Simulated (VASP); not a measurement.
# ZnO (Pm-3m) in VASP: elastic constants with LDA

Aim: the elastic constants of ZnO with LDA.

Program: VASP 6.6.1. These are calculated values, not measurements. Logs are shortened: lines on timing, memory, paths and dates and some standing lists are left out, and cuts for length are marked.

## 1. The cell of the first run

It takes space group Pm-3m (No. 221, cubic). The conventional cell has a = 2.688 Å, b = 2.688 Å, c = 2.688 Å, α = 90.00°, β = 90.00°, γ = 90.00°. Within 3.1 Å of Zn (site symmetry m-3m) lie 8 O at 2.33 Å and 6 Zn at 2.69 Å. Within 3.1 Å of O (site symmetry m-3m) lie 8 Zn at 2.33 Å and 6 O at 2.69 Å.

## 2. Elastic constants, LDA

INCAR

```
  PREC = Accurate
  ENCUT = 600
  EDIFF = 1E-8
  ISMEAR = -1
  SIGMA = 0.05
  LREAL = False
  LASPH = True
  NELM = 120
  ALGO = Normal
  ISIF = 3
  LWAVE = False
  LCHARG = False
  NBANDS = 16
  IBRION = 6
  NFREE = 2
  POTIM = 0.015
  NSW = 1
  GGA_COMPAT = False
```

KPOINTS

```
regular mesh
0
Gamma
  7 7 7
```

POSCAR

```
ZnO
1.0
    2.6882100000      0.0000000000      0.0000000000
    0.0000000000      2.6882100000      0.0000000000
    0.0000000000      0.0000000000      2.6882100000
Zn O
1 1
Direct
    0.0000000000      0.0000000000      0.0000000000
    0.5000000000      0.5000000000      0.5000000000
```

Potentials or basis: VASP PAW LDA potentials, release 64 (Zn, O).

Run with:

```console
$ cat potpaw_LDA.64/Zn/POTCAR potpaw_LDA.64/O/POTCAR > POTCAR
$ mpirun -np 1 vasp_std > vasp.out
```

OUTCAR:

```text
PREC = Accurate
   ENCUT = 600
   EDIFF = 1E-8
   ISMEAR = -1
   LREAL = False
   LASPH = True
   NELM = 120
   ISIF = 3
   IBRION = 6
   NFREE = 2
   POTIM = 0.015
   NSW = 1

 ion  position               nearest neighbor table
   1  0.000  0.000  0.000-   2 2.33   2 2.33   2 2.33   2 2.33   2 2.33   2 2.33   2 2.33   2 2.33

   2  0.500  0.500  0.500-   1 2.33   1 2.33   1 2.33   1 2.33   1 2.33   1 2.33   1 2.33   1 2.33

  LATTYP: Found a simple cubic cell.
 ALAT       =     2.6882100000

  Lattice vectors:

 A1 = (   2.6882100000,   0.0000000000,   0.0000000000)
 A2 = (   0.0000000000,   2.6882100000,   0.0000000000)
 A3 = (   0.0000000000,   0.0000000000,   2.6882100000)

Analysis of symmetry for initial positions (statically):
=====================================================================
 Subroutine PRICEL returns:
 Original cell was already a primitive cell.

 Routine SETGRP: Setting up the symmetry group for a
 simple cubic supercell.

 Subroutine GETGRP returns: Found 48 space group operations
 (whereof 48 operations were pure point group operations)
 out of a pool of 48 trial point group operations.

The static configuration has the point symmetry O_h .

Analysis of symmetry for dynamics (positions and initial velocities):
=====================================================================
 Subroutine PRICEL returns:
 Original cell was already a primitive cell.

 Routine SETGRP: Setting up the symmetry group for a
 simple cubic supercell.

 Subroutine GETGRP returns: Found 48 space group operations
 (whereof 48 operations were pure point group operations)
 out of a pool of 48 trial point group operations.

The dynamic configuration has the point symmetry O_h .

 Subroutine INISYM returns: Found 48 space group operations
 (whereof 48 operations are pure point group operations),
 and found     1 'primitive' translations

----------------------------------------------------------------------------------------

                                     Primitive cell

  volume of cell :      19.4263

  direct lattice vectors                    reciprocal lattice vectors
     2.688210000  0.000000000  0.000000000     0.371994747  0.000000000  0.000000000
     0.000000000  2.688210000  0.000000000     0.000000000  0.371994747  0.000000000
     0.000000000  0.000000000  2.688210000     0.000000000  0.000000000  0.371994747

  length of vectors
     2.688210000  2.688210000  2.688210000     0.371994747  0.371994747  0.371994747

  position of ions in fractional coordinates (direct lattice)
     0.000000000  0.000000000  0.000000000
     0.500000000  0.500000000  0.500000000

  ion indices of the primitive-cell ions
   primitive index   ion index
                 1           1
                 2           2

----------------------------------------------------------------------------------------

 KPOINTS: regular mesh

Automatic generation of k-mesh.
 Grid dimensions read from file:
 generate k-points for:    7    7    7

 Generating k-lattice:

  Cartesian coordinates                     Fractional coordinates (reciprocal lattice)
     0.053142107  0.000000000  0.000000000     0.142857143  0.000000000  0.000000000
     0.000000000  0.053142107  0.000000000     0.000000000  0.142857143  0.000000000
     0.000000000  0.000000000  0.053142107     0.000000000  0.000000000  0.142857143

  Length of vectors
     0.053142107  0.053142107  0.053142107

  Shift w.r.t. Gamma in fractional coordinates (k-lattice)
     0.000000000  0.000000000  0.000000000

 Subroutine IBZKPT returns following result:
 ===========================================

 Found     20 irreducible k-points:

 Following reciprocal coordinates:
            Coordinates               Weight
  0.000000  0.000000  0.000000      1.000000
  0.142857  0.000000  0.000000      6.000000
[... 43 lines left out ...]
   ISYM   =      2    0-nonsym 1-usesym 2-fastsym
   POTIM  = 0.0150    time-step for ionic-motion
   TEBEG  =    0.0;   TEEND  =   0.0 temperature during run
   PSTRESS=    0.0 pullay stress
   NELECT =      18.0000    total number of electrons
   NUPDOWN=      -1.0000    fix difference up-down
   EMIN   =  10.00;   EMAX   =-10.00  energy-range for DOS
   EFERMI =   0.00;   METHOD = LEGACY
   ISMEAR =    -1;   SIGMA  =   0.05  broadening in eV -4-tet -1-fermi 0-gaus
   EFERMI_NEDOS =   21; number of points for ismear=-14 and -15
   IALGO  =     38    algorithm
   IMIX   =      4    mixing-type and parameters
     AMIX     =   0.40;   BMIX     =  1.00
     AMIX_MAG =   1.60;   BMIX_MAG =  1.00
  volume/ion in A,a.u.               =       9.71        65.55
  Fermi-wavevector in a.u.,A,eV,Ry     =   1.596011  3.016023 34.657444  2.547250
  Thomas-Fermi vector in A             =   2.693840
   LORBIT       =      0    0 simple, 1 ext, 2 COOP (PROOUT), +10 PAW based schemes
   GGA     = CA    functional components
   LHFCALC =     F    Hartree Fock is set to
   AEXX    =    0.0000 exact exchange contribution
   IVDW    =     0    specifies the selected vdW correction
   LEPSILON=     F    determine dielectric tensor
   LRPA    =     F    only Hartree local field effects (RPA)
 finite differences with symmetry
 non-spin polarized calculation
  energy-cutoff  :      600.00
  volume of cell :       19.43
 maximum number of plane-waves:       663
 NGX is ok and might be reduce to    24
   NGX = 11   NGY = 11   NGZ = 11

--------------------------------------- Ionic step        1  -------------------------------------------

 number of electron      18.0000000 magnetization

 Free energy of the ion-electron system (eV)
  ---------------------------------------------------
  ext. energy  EPLUGINS =         0.00000000
  ---------------------------------------------------
  free energy    TOTEN  =        -9.12694107 eV

  energy without entropy =       -9.12541994  energy(sigma->0) =       -9.12618051

------------------------ aborting loop because EDIFF is reached ----------------------------------------

  FORCE on cell =-STRESS in cart. coord.  units (eV):
  Direction    XX          YY          ZZ          XY          YZ          ZX
  --------------------------------------------------------------------------------------
  -------------------------------------------------------------------------------------
  Total       -1.6605566     -1.6605566     -1.6605566      0.0000000      0.0000000     -0.0000000
  in kB     -136.9539893   -136.9539893   -136.9539893      0.0000000      0.0000000     -0.0000000
  external PRESSURE =    -136.9539893 kB  Pullay stress =       0.0000000 kB
[... 89 lines left out ...]
  FREE ENERGIE OF THE ION-ELECTRON SYSTEM (eV)
  ---------------------------------------------------
  free  energy   TOTEN  =        -9.1465240432 eV

  energy  without entropy=       -9.1451735572  energy(sigma->0) =       -9.14584880

[... ionic steps 4 to 14 ...]

--------------------------------------- Ionic step       15  -------------------------------------------

 number of electron      17.9999999 magnetization

------------------------ aborting loop because EDIFF is reached ----------------------------------------
[... 67 lines left out ...]
--------------------------------------- Ionic step       17  -------------------------------------------

 number of electron      18.0000000 magnetization

 Free energy of the ion-electron system (eV)
  ---------------------------------------------------
  ext. energy  EPLUGINS =         0.00000000
  ---------------------------------------------------
  free energy    TOTEN  =        -9.12710716 eV

  energy without entropy =       -9.12558565  energy(sigma->0) =       -9.12634640

 E-fermi :   2.9950     XC(G=0): -12.9788

 val. band max:        2.8066381870   @ k =   0.0000   0.4286   0.0000
 cond. band min:       3.8148235167   @ k =   0.0000   0.1429   0.0000
 fundamental gap:      1.0081853296
 Fermi energy:         2.9949599838

 k-point     1 :       0.0000    0.0000    0.0000
  band No.  band energies     occupation
      1     -15.3509      2.00000
      2      -3.6829      2.00000
      3      -3.6824      2.00000
      4      -2.5788      2.00000
      5      -2.5788      2.00000
      6      -2.5785      2.00000
[... 433 lines left out ...]
      3      -3.5855      2.00000
      4      -2.8607      2.00000
      5      -2.7414      2.00000
      6      -2.6308      2.00000
[... 8 lines left out ...]
     15      23.4193      0.00000
     16      28.0236      0.00000

 [... further k-points ...]

------------------------ aborting loop because EDIFF is reached ----------------------------------------

  FORCE on cell =-STRESS in cart. coord.  units (eV):
  Direction    XX          YY          ZZ          XY          YZ          ZX
  --------------------------------------------------------------------------------------
  -------------------------------------------------------------------------------------
  Total       -1.6595340     -1.6608135     -1.6608135      0.0000000      0.0000000      0.0000000
  in kB     -136.8696541   -136.9751740   -136.9751740      0.0000000      0.0000000      0.0000000
  external PRESSURE =    -136.9400007 kB  Pullay stress =       0.0000000 kB
[... 17 lines left out ...]
  FREE ENERGIE OF THE ION-ELECTRON SYSTEM (eV)
  ---------------------------------------------------
  free  energy   TOTEN  =        -9.1271071621 eV

  energy  without entropy=       -9.1255856475  energy(sigma->0) =       -9.12634640

 INTERNAL STRAIN TENSORS FROM STRAINED CELLS
 ============================================

 INTERNAL STRAIN TENSOR FOR ION    1 for displacements in x,y,z  (eV/Angst):
          X           Y           Z          XY          YZ          ZX
  --------------------------------------------------------------------------------
  x     0.00000     0.00000     0.00000     0.00000     0.00000     0.00000
  y     0.00000     0.00000     0.00000     0.00000     0.00000     0.00000
  z     0.00000     0.00000     0.00000     0.00000     0.00000     0.00000

 INTERNAL STRAIN TENSORS FROM DISPLACED ATOMS
 ============================================

 INTERNAL STRAIN TENSOR FOR ION    1 for displacements in x,y,z  (eV/Angst):
          X           Y           Z          XY          YZ          ZX
  --------------------------------------------------------------------------------
  x     0.00000     0.00000     0.00000     0.00000     0.00000     0.00000
  y     0.00000     0.00000     0.00000     0.00000     0.00000     0.00000
  z     0.00000     0.00000     0.00000     0.00000     0.00000     0.00000

 INTERNAL STRAIN TENSOR FOR ION    2 for displacements in x,y,z  (eV/Angst):
          X           Y           Z          XY          YZ          ZX
  --------------------------------------------------------------------------------
  x     0.00000     0.00000     0.00000     0.00000     0.00000     0.00000
  y     0.00000     0.00000     0.00000     0.00000     0.00000     0.00000
  z     0.00000     0.00000     0.00000     0.00000     0.00000     0.00000

 Eigenvectors and eigenvalues of the dynamical matrix
 ----------------------------------------------------

   1 f  =    0.001251 THz     0.007862 2PiTHz    0.041737 cm-1     0.005175 meV
             X         Y         Z           dx          dy          dz
      0.000000  0.000000  0.000000    -0.016185    0.768824   -0.460708
      1.344105  1.344105  1.344105    -0.008001    0.380078   -0.227757
[... 21 lines left out ...]
   6 f/i=    5.290294 THz    33.239895 2PiTHz  176.465198 cm-1    21.878886 meV
             X         Y         Z           dx          dy          dz
      0.000000  0.000000  0.000000    -0.000000   -0.000000   -0.443166
      1.344105  1.344105  1.344105     0.000000   -0.000000    0.896439

--------------------------------------------------------------------------------------------------------

 ELASTIC MODULI CONTR FROM IONIC RELAXATION (kBar)
 Direction    XX          YY          ZZ          XY          YZ          ZX
 --------------------------------------------------------------------------------
 XX           0.0000      0.0000      0.0000      0.0000      0.0000      0.0000
 YY           0.0000      0.0000      0.0000      0.0000      0.0000      0.0000
 ZZ           0.0000      0.0000      0.0000      0.0000      0.0000      0.0000
 XY           0.0000      0.0000      0.0000      0.0000      0.0000      0.0000
 YZ           0.0000      0.0000      0.0000      0.0000      0.0000      0.0000
 ZX           0.0000      0.0000      0.0000      0.0000      0.0000      0.0000
 --------------------------------------------------------------------------------

 TOTAL ELASTIC MODULI (kBar)
 Direction    XX          YY          ZZ          XY          YZ          ZX
 --------------------------------------------------------------------------------
 XX        3977.3374    282.4286    282.4286     -0.0000     -0.0000      0.0000
 YY         282.4286   3977.3374    282.4286      0.0000      0.0000     -0.0000
 ZZ         282.4286    282.4286   3977.3374     -0.0000      0.0000      0.0000
 XY          -0.0000      0.0000     -0.0000   -720.0159      0.0000      0.0000
 YZ          -0.0000      0.0000      0.0000      0.0000   -720.0159      0.0000
 ZX           0.0000     -0.0000      0.0000      0.0000      0.0000   -720.0159
 --------------------------------------------------------------------------------
```

It took 8.5 min on 1 thread of AMD EPYC, shared host; peak memory 0.15 GiB.

Results:

* Elastic constants C11, C12, C44: 398, 28, -72 GPa
* Voigt bulk modulus: 151 GPa
* Highest phonon frequency at Γ, LO-TO splitting left out: 0 cm⁻¹
* Most unstable mode: 176i cm⁻¹

Phonon frequencies in cm⁻¹ (negative: imaginary):
```csv
q point,frequencies
"(0.000, 0.000, 0.000)",-176 -176 -176 0 0 0
```

Elastic tensor in Voigt notation (GPa, in the Cartesian axes of the cell as first typed):
```
398  28  28   0   0   0
 28 398  28   0   0   0
 28  28 398   0   0   0
  0   0   0 -72   0   0
  0   0   0   0 -72   0
  0   0   0   0   0 -72
```

Clamped-ion elastic tensor (GPa):
```
398  28  28   0   0   0
 28 398  28   0   0   0
 28  28 398   0   0   0
  0   0   0 -72   0   0
  0   0   0   0 -72   0
  0   0   0   0   0 -72
```

Caveat: the cell is under stress, which shifts elastic constants; some modes are imaginary; the elastic tensor has a negative eigenvalue, so either the cell is unstable as it stands or the mesh is too thin.
